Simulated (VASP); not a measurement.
Set up this calculation in VASP 6.6.1, as the native input.

* Task: relaxation of cell and atoms
* Functional: PBEsol
* Potentials or basis: VASP PAW PBE potentials, release 64 (Al, Ru_pv)
* Cutoff: 600 eV
* k mesh: 20 × 20 × 20
* Occupations: gaussian, width 0.1 eV
* Spin: no spin polarisation
* Target pressure: 90 GPa
* Dipole correction: no
* Further INCAR settings: ALGO = Fast; EDIFF = 1e-06; IBRION = 2; EDIFFG = -0.008; NSW = 70; ISIF = 3

The structure of Al2Ru lies in POSCAR:

```
Al2Ru
1.0
   -1.4284815535      1.4284815535      3.8493139855
    1.4284815535     -1.4284815535      3.8493139855
    1.4284815535      1.4284815535     -3.8493139855
Al Ru
2 1
Direct
    0.6623289800      0.6623289800      0.0000000000
    0.3376710200      0.3376710200      0.0000000000
    0.0000000000      0.0000000000      0.0000000000
```

The input as run:

INCAR

```
SYSTEM = Al2Ru
  PREC = Accurate
  ENCUT = 600
  EDIFF = 1E-6
  ISMEAR = 0
  SIGMA = 0.1
  LREAL = .FALSE.
  LASPH = .TRUE.
  NELM = 60
  ALGO = Fast
  ISIF = 3
  LWAVE = .FALSE.
  LCHARG = .FALSE.
  GGA = PS
  IBRION = 2
  NSW = 70
  EDIFFG = -0.008
  PSTRESS = 900.0
```

KPOINTS

```
Automatic mesh
0
G
  20 20 20
  0 0 0
```

Potentials or basis: VASP PAW PBE potentials, release 64 (Al, Ru_pv).

The run is started by

```sh
$ cat potpaw_PBE.64/Al/POTCAR potpaw_PBE.64/Ru_pv/POTCAR > POTCAR
$ mpirun -np 1 vasp_std > vasp.out
```

It gave:

```yaml
Relaxed_volume: 10.37 Å³/atom
Relaxed_cell: a = 4.338 Å, b = 4.338 Å, c = 4.338 Å, α = 141.71°, β = 141.71°, γ = 55.27°
Space_group_after_relaxing_to_0.05_Å: I4/mmm (No. 139)
Energy_change_on_relaxing_the_enthalpy_is_what_falls: +54.0 meV/atom
Ionic_steps: 9
Pressure_after_relaxing: 90.0 GPa
Largest_force_after_relaxing: 0.005 eV/Å
Band_gap_on_the_k_mesh: zero (band 10 reaches 14.91 eV, above the bottom of band 11 at 14.69 eV)
```

Caveat: the cell is relaxed towards a set pressure, so the enthalpy falls and the energy may rise; the PAW data sets were made with another functional, which shifts forces and pressure a little.

It took 30 min on 1 thread of Intel(R) Xeon(R) Platinum 8488C (Sapphire Rapids), with other jobs on the host, peak memory 0.53 GiB.
